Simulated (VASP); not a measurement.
Input of a VASP 6.6.1 run:

INCAR

```
SYSTEM = CuO
PREC = Accurate
ENCUT = 600
EDIFF = 1E-6
ISMEAR = -1
SIGMA = 0.05
LREAL = .FALSE.
LASPH = .TRUE.
NELM = 150
ALGO = Normal
ISIF = 3
LWAVE = .FALSE.
LCHARG = .FALSE.
LMAXMIX = 4
LDAU = .TRUE.
LDAUTYPE = 2
LDAUL = 2 -1
LDAUU = 5.3 0
LDAUJ = 0 0
LDAUPRINT = 1
GGA = PS
IBRION = 2
NSW = 60
EDIFFG = -0.01
```

File KPOINTS:

```
Automatic mesh
0
G
  10 10 10
  0 0 0
```

POSCAR

```
CuO
1.0
    0.0000000000      2.3272527300      2.3272527300
    2.3272527300      0.0000000000      2.3272527300
    2.3272527300      2.3272527300      0.0000000000
Cu O
1 1
Direct
    0.0000000000      0.0000000000      0.0000000000
    0.2500000000      0.2500000000      0.2500000000
```

Potentials or basis: VASP PAW PBE potentials, release 64 (Cu, O).

The run is started by

```bash
$ cat potpaw_PBE.64/Cu/POTCAR potpaw_PBE.64/O/POTCAR > POTCAR
$ mpirun -np 1 vasp_std > vasp.out
```

Question: What does it give for the relaxed volume?

Answer: 10.77 Å³/atom.

Question: What does it give for the space group after relaxing (to 0.05 Å)?

Answer: F-43m (No. 216).

Final structure:
```yaml
crystal:
  lattice:
    - [0.00000, 2.20808, 2.20808]
    - [2.20808, 0.00000, 2.20808]
    - [2.20808, 2.20808, 0.00000]
  atoms:
    - { symbol: Cu, position: [0.00000, 0.00000, 0.00000] }
    - { symbol: O, position: [0.25000, 0.25000, 0.25000] }
```

Caveat: the PAW data sets were made with another functional, which shifts forces and pressure a little; an odd number of electrons without spin polarisation forces a metal; a magnetic or distorted state may lie lower; U without spin polarisation on a metal has little footing.
